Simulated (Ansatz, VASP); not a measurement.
**Two plane-wave programs on WF3**

```
CELL_PARAMETERS angstrom
3.71721 0.00000 0.00000
0.00000 3.71721 0.00000
0.00000 0.00000 3.76973
ATOMIC_POSITIONS crystal
W 0.00000 0.00000 0.00000
F 0.50000 0.50000 0.00000
F 0.00000 0.50000 0.50000
F 0.50000 0.00000 0.50000
```

Change from the starting cell: species swapped into the SrPb3 type (P4/mmm, No. 123).

Alike in both runs: task relaxation of cell and atoms; functional PBE; k mesh 6 × 6 × 6; occupations gaussian, width 0.1 eV; collinear spin.

|  | VASP | Ansatz |
| --- | --- | --- |
| version | VASP 6.6.1 | Ansatz 0.2.0 |
| potentials or method | VASP PAW PBE potentials, release 64 (W_sv, F), cutoff 600 eV | scalar-relativistic, plane waves, PAW |
| valence electrons in the cell | 35 | 35 |

|  | VASP | Ansatz | Ansatz less VASP |
| --- | --- | --- | --- |
| gap on the k mesh at the Fermi level, each at its own relaxed structure (eV) | none | none | - |
| net moment per atom (μB) | 0.72 | 0.72 | 0.000 |
| size of the moment on the site where the two differ most (μB) | 2.42 | 1.95 | -0.469 |
| relaxed volume (Å³/atom) | 10.23 | 10.22 | -0.019 |
| relaxed cell length with the largest relative difference (Å) | 3.446 | 3.444 | -0.0022 |

Site moments also hang on the region over which each program counts them. A gap of «none» marks a metal or a gap that the smearing closes. Ansatz's warnings: no starting moments.

Spin-orbit coupling is off throughout. Noted on VASP's run: the volume moved by over 15 % at a fixed basis, so the end points are rough; too few bands were computed for a metal, which touches its energy and stress.
